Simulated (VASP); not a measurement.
# Te2Mo (P-6m2) in VASP: further runs

Te2Mo is run at these levels: r2SCAN; tasks: single point.

Everything below comes from runs of VASP 6.6.1. Logs are shortened: lines on timing, memory, paths and dates and some standing lists are left out, and cuts for length are marked.

### Step 1. The cell of the first run

It takes space group P-6m2 (No. 187, hexagonal). Conventional cell: a = 3.517 Å, b = 3.517 Å, c = 7.782 Å, α = 90.00°, β = 90.00°, γ = 120.00°. Te (site symmetry 3m) has 3 Mo at 2.72 Å and 6 Te at 3.52 Å within 3.6 Å. Within 3.6 Å of Mo (site symmetry -6m2) lie 6 Te at 2.72 Å and 6 Mo at 3.52 Å.

### Step 2. Single point, r2SCAN (strain -0.6%)

POSCAR

```
Te2Mo
1.0
    3.5165795681      0.0000000000      0.0000000000
   -1.7582897840      3.0454472404      0.0000000000
    0.0000000000      0.0000000000      7.7815180187
Te Mo
2 1
Direct
    0.3333333333      0.6666666667      0.7683289470
    0.3333333333      0.6666666667      0.2316710530
    0.0000000000      0.0000000000      0.0000000000
```

INCAR.step1

```
SYSTEM = Te2Mo
  PREC = Accurate
  ENCUT = 520
  ISMEAR = 0
  SIGMA = 0.01
  LREAL = .False.
  LASPH = .True.
  NELM = 60
  NBANDS = 20
  GGA = PE
  ALGO = Normal
  EDIFF = 1E-4
  LWAVE = .True.
  LCHARG = .False.
```

INCAR.step2

```
SYSTEM = Te2Mo
  PREC = Accurate
  ENCUT = 520
  EDIFF = 1E-6
  ISMEAR = 0
  SIGMA = 0.01
  LREAL = .False.
  LASPH = .True.
  NELM = 60
  ALGO = Normal
  ISIF = 2
  LWAVE = .False.
  LCHARG = .False.
  METAGGA = R2SCAN
  LMIXTAU = .True.
  NBANDS = 20
  ISTART = 1
```

KPOINTS

```
regular mesh
0
Gamma
  12 12 4
  0 0 0
```

Potentials or basis: VASP PAW PBE potentials, release 64 (Te, Mo_sv).

Command:

```bash
> cat potpaw_PBE.64/Te/POTCAR potpaw_PBE.64/Mo_sv/POTCAR > POTCAR
> cp INCAR.step1 INCAR
> mpirun -np 1 vasp_std > vasp.out
> cp INCAR.step2 INCAR
> mpirun -np 1 vasp_std > vasp.out
```

OUTCAR:

```text
SYSTEM = Te2Mo
   PREC = Accurate
   ENCUT = 520
   EDIFF = 1E-6
   ISMEAR = 0
   LREAL = .False.
   LASPH = .True.
   NELM = 60
   ISIF = 2
   METAGGA = R2SCAN
   ISTART = 1

 ion  position               nearest neighbor table
   1  0.333  0.667  0.768-   3 2.72   3 2.72   3 2.72   2 3.61
   2  0.333  0.667  0.232-   3 2.72   3 2.72   3 2.72   1 3.61
   3  0.000  0.000  0.000-   1 2.72   2 2.72   1 2.72   2 2.72   1 2.72   2 2.72

  LATTYP: Found a hexagonal cell.
 ALAT       =     3.5165795681
 C/A-ratio  =     2.2128087444

  Lattice vectors:

 A1 = (   3.5165795681,   0.0000000000,   0.0000000000)
 A2 = (  -1.7582897840,   3.0454472404,   0.0000000000)
 A3 = (   0.0000000000,   0.0000000000,   7.7815180187)

Analysis of symmetry for initial positions (statically):
=====================================================================
 Subroutine PRICEL returns:
 Original cell was already a primitive cell.

 Routine SETGRP: Setting up the symmetry group for a
 hexagonal supercell.

 Subroutine GETGRP returns: Found 12 space group operations
 (whereof 12 operations were pure point group operations)
 out of a pool of 24 trial point group operations.

The static configuration has the point symmetry D_3h.

Analysis of symmetry for dynamics (positions and initial velocities):
=====================================================================
 Subroutine PRICEL returns:
 Original cell was already a primitive cell.

 Routine SETGRP: Setting up the symmetry group for a
 hexagonal supercell.

 Subroutine GETGRP returns: Found 12 space group operations
 (whereof 12 operations were pure point group operations)
 out of a pool of 24 trial point group operations.

The dynamic configuration has the point symmetry D_3h.

 Subroutine INISYM returns: Found 12 space group operations
 (whereof 12 operations are pure point group operations),
 and found     1 'primitive' translations

----------------------------------------------------------------------------------------

                                     Primitive cell

  volume of cell :      83.3366

  direct lattice vectors                    reciprocal lattice vectors
     3.516579568  0.000000000  0.000000000     0.284367233  0.164179498  0.000000000
    -1.758289784  3.045447240  0.000000000     0.000000000  0.328358997  0.000000000
     0.000000000  0.000000000  7.781518019     0.000000000  0.000000000  0.128509630

  length of vectors
     3.516579568  3.516579568  7.781518019     0.328358997  0.328358997  0.128509630

  position of ions in fractional coordinates (direct lattice)
     0.333333333  0.666666667  0.768328947
     0.333333333  0.666666667  0.231671053
     0.000000000  0.000000000  0.000000000

  ion indices of the primitive-cell ions
   primitive index   ion index
                 1           1
                 2           2
                 3           3

----------------------------------------------------------------------------------------

 KPOINTS: regular mesh

Automatic generation of k-mesh.
 Grid dimensions read from file:
 generate k-points for:   12   12    4

 Generating k-lattice:

  Cartesian coordinates                     Fractional coordinates (reciprocal lattice)
     0.023697269  0.013681625  0.000000000     0.083333333  0.000000000  0.000000000
     0.000000000  0.027363250  0.000000000     0.000000000  0.083333333  0.000000000
     0.000000000  0.000000000  0.032127407     0.000000000  0.000000000  0.250000000

  Length of vectors
     0.027363250  0.027363250  0.032127407

  Shift w.r.t. Gamma in fractional coordinates (k-lattice)
     0.000000000  0.000000000  0.000000000

 Subroutine IBZKPT returns following result:
 ===========================================

 Found     57 irreducible k-points:

 Following reciprocal coordinates:
            Coordinates               Weight
  0.000000  0.000000  0.000000      1.000000
  0.083333 -0.000000  0.000000      6.000000
  0.166667  0.000000  0.000000      6.000000
  0.250000  0.000000  0.000000      6.000000
  0.333333  0.000000  0.000000      6.000000
  0.416667  0.000000  0.000000      6.000000
[... 16 lines left out ...]
  0.250000  0.000000  0.250000     12.000000
  0.333333  0.000000  0.250000     12.000000
 [... further k-points ...]
   k-points           NKPTS =     57   k-points in BZ     NKDIM =     57   number of bands    NBANDS=     20
   number of dos      NEDOS =    301   number of ions     NIONS =      3
   total plane-waves  NPLWV =  47040
   dimension x,y,z NGX =    28 NGY =   28 NGZ =   60
   dimension x,y,z NGXF=    56 NGYF=   56 NGZF=  120
   ions per type =               2   1
   NGX,Y,Z   is equivalent  to a cutoff of  13.24, 13.24, 12.82 a.u.
   NGXF,Y,Z  is equivalent  to a cutoff of  26.47, 26.47, 25.64 a.u.
 SYSTEM =  Te2Mo
   PREC   = accura    normal or accurate (medium, high low for compatibility)
   ISTART =      1    job   : 0-new  1-cont  2-samecut
   ICHARG =      0    charge: 1-file 2-atom 10-const
   ISPIN  =      1    spin polarized calculation?
   LNONCOLLINEAR =      F non collinear calculations
   LSORBIT =      F    spin-orbit coupling
   LASPH  =      T    aspherical Exc in radial PAW
   ENCUT  =  520.0 eV  38.22 Ry    6.18 a.u.   6.54  6.54 14.47*2*pi/ulx,y,z
   NELM   =     60;   NELMIN=  2; NELMDL=  0     # of ELM steps
   EDIFF  = 0.1E-05   stopping-criterion for ELM
   LREAL  =      F    real-space projection
   EDIFFG = 0.1E-04   stopping-criterion for IOM
   NSW    =      0    number of steps for IOM
   IBRION =     -1    ionic relax: 0-MD 1-quasi-New 2-CG
   NFREE  =      0    steps in history (QN), initial steepest desc. (CG)
   ISIF   =      2    stress and relaxation
   ISYM   =      2    0-nonsym 1-usesym 2-fastsym
   POTIM  = 0.5000    time-step for ionic-motion
   TEBEG  =    0.0;   TEEND  =   0.0 temperature during run
   PSTRESS=    0.0 pullay stress
   NELECT =      26.0000    total number of electrons
   NUPDOWN=      -1.0000    fix difference up-down
   EMIN   =  10.00;   EMAX   =-10.00  energy-range for DOS
   EFERMI =   0.00;   METHOD = LEGACY
   ISMEAR =     0;   SIGMA  =   0.01  broadening in eV -4-tet -1-fermi 0-gaus
   EFERMI_NEDOS =   21; number of points for ismear=-14 and -15
   IALGO  =     38    algorithm
   IMIX   =      4    mixing-type and parameters
     AMIX     =   0.40;   BMIX     =  1.00
     AMIX_MAG =   1.60;   BMIX_MAG =  1.00
  volume/ion in A,a.u.               =      27.78       187.46
  Fermi-wavevector in a.u.,A,eV,Ry     =   1.110335  2.098229 16.773856  1.232844
  Thomas-Fermi vector in A             =   2.246885
   LORBIT       =      0    0 simple, 1 ext, 2 COOP (PROOUT), +10 PAW based schemes
   METAGGA = R2SCAN    functional components
   LHFCALC =     F    Hartree Fock is set to
   AEXX    =    0.0000 exact exchange contribution
   IVDW    =     0    specifies the selected vdW correction
   LEPSILON=     F    determine dielectric tensor
   LRPA    =     F    only Hartree local field effects (RPA)
 non-spin polarized calculation
 Gauss-broadening in eV      SIGMA  =   0.01
  energy-cutoff  :      520.00
  volume of cell :       83.34
 maximum number of plane-waves:      2285
 NGX is ok and might be reduce to    28
   NGX = 13   NGY = 13   NGZ = 29

 number of electron      25.9999997 magnetization

 Free energy of the ion-electron system (eV)
  ---------------------------------------------------
  ext. energy  EPLUGINS =         0.00000000
  ---------------------------------------------------
  free energy    TOTEN  =       -77.76310273 eV

  energy without entropy =      -77.76310273  energy(sigma->0) =      -77.76310273

 E-fermi :   6.8735     XC(G=0): -10.2681

 val. band max:        6.6388449736   @ k =   0.3333   0.3333   0.5000
 cond. band min:       7.7713220707   @ k =   0.2500   0.1667   0.0000
 fundamental gap:      1.1324770971
 Fermi energy:         6.8735436858

 k-point     1 :       0.0000    0.0000    0.0000
  band No.  band energies     occupation
      1     -56.0079      2.00000
      2     -29.4572      2.00000
      3     -29.3266      2.00000
      4     -29.3266      2.00000
      5      -6.6929      2.00000
      6      -5.5477      2.00000
[... 12 lines left out ...]
     19      13.7394      0.00000
     20      15.6875      0.00000

 k-point     2 :       0.0833   -0.0000    0.0000
  band No.  band energies     occupation
      1     -56.0072      2.00000
      2     -29.4550      2.00000
      3     -29.3363      2.00000
      4     -29.3289      2.00000
      5      -6.5894      2.00000
      6      -5.4770      2.00000
[... 12 lines left out ...]
     19      14.0625      0.00000
     20      15.8635      0.00000

 k-point     3 :       0.1667    0.0000    0.0000
  band No.  band energies     occupation
      1     -56.0051      2.00000
      2     -29.4490      2.00000
      3     -29.3628      2.00000
      4     -29.3350      2.00000
      5      -6.2882      2.00000
      6      -5.2716      2.00000
[... 12 lines left out ...]
     19      14.6460      0.00000
     20      15.1742      0.00000

 k-point     4 :       0.2500    0.0000    0.0000
  band No.  band energies     occupation
      1     -56.0023      2.00000
      2     -29.4408      2.00000
      3     -29.3986      2.00000
      4     -29.3434      2.00000
      5      -5.8214      2.00000
      6      -4.9558      2.00000
[... 12 lines left out ...]
     19      13.8009      0.00000
     20      14.4792      0.00000

 k-point     5 :       0.3333    0.0000    0.0000
  band No.  band energies     occupation
      1     -55.9995      2.00000
      2     -29.4343      2.00000
      3     -29.4326      2.00000
      4     -29.3517      2.00000
      5      -5.2583      2.00000
      6      -4.5835      2.00000
[... 12 lines left out ...]
     19      12.9583      0.00000
     20      13.7556      0.00000
[... 353 lines left out ...]
      6      -5.5430      2.00000
[... 12 lines left out ...]
     19      14.0807      0.00000
     20      15.8466      0.00000

 k-point    22 :       0.1667    0.0000    0.2500
  band No.  band energies     occupation
      1     -56.0051      2.00000
      2     -29.4490      2.00000
      3     -29.3628      2.00000
      4     -29.3350      2.00000
      5      -6.2496      2.00000
      6      -5.3349      2.00000
[... 12 lines left out ...]
     19      14.6584      0.00000
     20      15.2313      0.00000

 k-point    23 :       0.2500    0.0000    0.2500
  band No.  band energies     occupation
      1     -56.0023      2.00000
      2     -29.4408      2.00000
      3     -29.3986      2.00000
      4     -29.3434      2.00000
      5      -5.7830      2.00000
      6      -5.0146      2.00000
[... 12 lines left out ...]
     19      13.9545      0.00000
     20      14.4196      0.00000

 k-point    24 :       0.3333    0.0000    0.2500
  band No.  band energies     occupation
      1     -55.9995      2.00000
      2     -29.4343      2.00000
      3     -29.4326      2.00000
      4     -29.3517      2.00000
      5      -5.2207      2.00000
      6      -4.6363      2.00000
[... 12 lines left out ...]
     19      13.3115      0.00000
     20      13.8498      0.00000

 [... further k-points ...]
[... 5 lines left out ...]
  --------------------------------------------------------------------------------------
  -------------------------------------------------------------------------------------
  Total        1.0759561      1.0759561      0.7101858      0.0000000      0.0000000      0.0000000
  in kB       20.6856557     20.6856557     13.6535846      0.0000000      0.0000000      0.0000000
  external PRESSURE =      18.3416320 kB  Pullay stress =       0.0000000 kB

 VOLUME and BASIS-vectors are now :
 -----------------------------------------------------------------------------
  energy-cutoff  :      520.00
  volume of cell :       83.34
      direct lattice vectors                 reciprocal lattice vectors
     3.516579568  0.000000000  0.000000000     0.284367233  0.164179498  0.000000000
    -1.758289784  3.045447240  0.000000000     0.000000000  0.328358997  0.000000000
     0.000000000  0.000000000  7.781518019     0.000000000  0.000000000  0.128509630

 POSITION                                       TOTAL-FORCE (eV/Angst)
 -----------------------------------------------------------------------------------
     -0.00000      2.03030      5.97877         0.000000     -0.000000     -0.007216
     -0.00000      2.03030      1.80275        -0.000000      0.000000      0.007216
      0.00000      0.00000      0.00000         0.000000      0.000000      0.000000
 -----------------------------------------------------------------------------------
    total drift:                                0.000000     -0.000000     -0.000000

  FREE ENERGIE OF THE ION-ELECTRON SYSTEM (eV)
  ---------------------------------------------------
  free  energy   TOTEN  =       -77.7631027300 eV

  energy  without entropy=      -77.7631027300  energy(sigma->0) =      -77.76310273
```

It took 2.4 min on 1 thread of Intel Xeon 6975P-C (Granite Rapids), shared host; peak memory 0.27 GiB.

Results:

| Item | Value |
| --- | --- |
| Free energy | -77.7631 eV |
| Pressure | 1.8 GPa |
| Largest force | 0.007 eV/Å |
| Band gap on the k mesh | 1.13 eV, indirect (least direct gap 1.21 eV) |

Forces in eV/Å, atoms in the order of the input:
```
Te   0.000  0.000 -0.007
Te   0.000  0.000  0.007
Mo   0.000  0.000  0.000
```

Caveat: the cell differs from its parent crystal (strain -0.6%); the PAW data sets were made with another functional, which shifts forces and pressure a little; spin-orbit coupling is left out, which moves the levels of the heavy elements.

### Step 3. Single point, r2SCAN

This run uses another cell than the first one, of 28.27 Å³/atom, 1.018 times its volume.

POSCAR

```
Te2Mo
1.0
    3.5370947175      0.0000000000      0.0000000000
   -1.7685473587      3.0632138809      0.0000000000
    0.0000000000      0.0000000000      7.8269141206
Te Mo
2 1
Direct
    0.3333333333      0.6666666667      0.7705212926
    0.3333333333      0.6666666667      0.2294787074
    0.0000000000      0.0000000000      0.0000000000
```

Edit INCAR.step1 of step 2 so:

```diff
@@ -7,3 +7,3 @@
   LASPH = .True.
-  NELM = 60
+  NELM = 100
   NBANDS = 20
```

INCAR.step2

```
SYSTEM = Te2Mo
  PREC = Accurate
  ENCUT = 520
  EDIFF = 1E-6
  ISMEAR = 0
  SIGMA = 0.01
  LREAL = .False.
  LASPH = .True.
  NELM = 100
  ALGO = Normal
  ISIF = 2
  LWAVE = .False.
  LCHARG = .True.
  METAGGA = R2SCAN
  LMIXTAU = .True.
  LELF = .True.
  LVHAR = .True.
  NBANDS = 20
  ISTART = 1
```

KPOINTS is that of step 2.

Potentials or basis: VASP PAW PBE potentials, release 64 (Te, Mo_sv).

Command:

```bash
> cat potpaw_PBE.64/Te/POTCAR potpaw_PBE.64/Mo_sv/POTCAR > POTCAR
> cp INCAR.step1 INCAR
> mpirun -np 1 vasp_std > vasp.out
> cp INCAR.step2 INCAR
> mpirun -np 1 vasp_std > vasp.out
```

Wall time 2.5 min (1 thread of Intel Xeon 6975P-C (Granite Rapids), shared host); peak memory 0.27 GiB.

It converged, with:

| Property | Result |
| --- | --- |
| Free energy | -77.7765 eV |
| Pressure | 1.1 GPa |
| Largest force | 0.008 eV/Å |
| Band gap on the k mesh | 1.14 eV, indirect (least direct gap 1.16 eV) |

Forces on the atoms (eV/Å):
```
Te   0.000  0.000 -0.008
Te   0.000  0.000  0.008
Mo   0.000  0.000  0.000
```

Stress tensor (GPa, compression positive):
```
1.15 0.00 0.00
0.00 1.15 0.00
0.00 0.00 1.07
```

Levels at points of the mesh, in eV from the valence-band top:
```tsv
k point	band 9	band 10	band 11	band 12	band 13	band 14	band 15	band 16	band 17	band 18
(0.00, 0.00, 0.00)	-1.84	-1.16	-1.01	-1.01	-0.79	3.24	3.24	3.47	3.47	5.52
(0.50, 0.00, 0.00)	-3.77	-2.51	-1.47	-0.96	-0.48	1.48	1.75	3.74	3.94	3.95
(0.00, 0.00, 0.50)	-1.83	-1.83	-1.02	-1.02	-0.17	3.16	3.16	3.56	3.56	6.76
(0.50, 0.00, 0.50)	-3.40	-2.53	-2.14	-0.66	-0.42	1.49	1.92	3.13	3.76	4.77
```

Caveat: the PAW data sets were made with another functional, which shifts forces and pressure a little; spin-orbit coupling is left out, which moves the levels of the heavy elements.
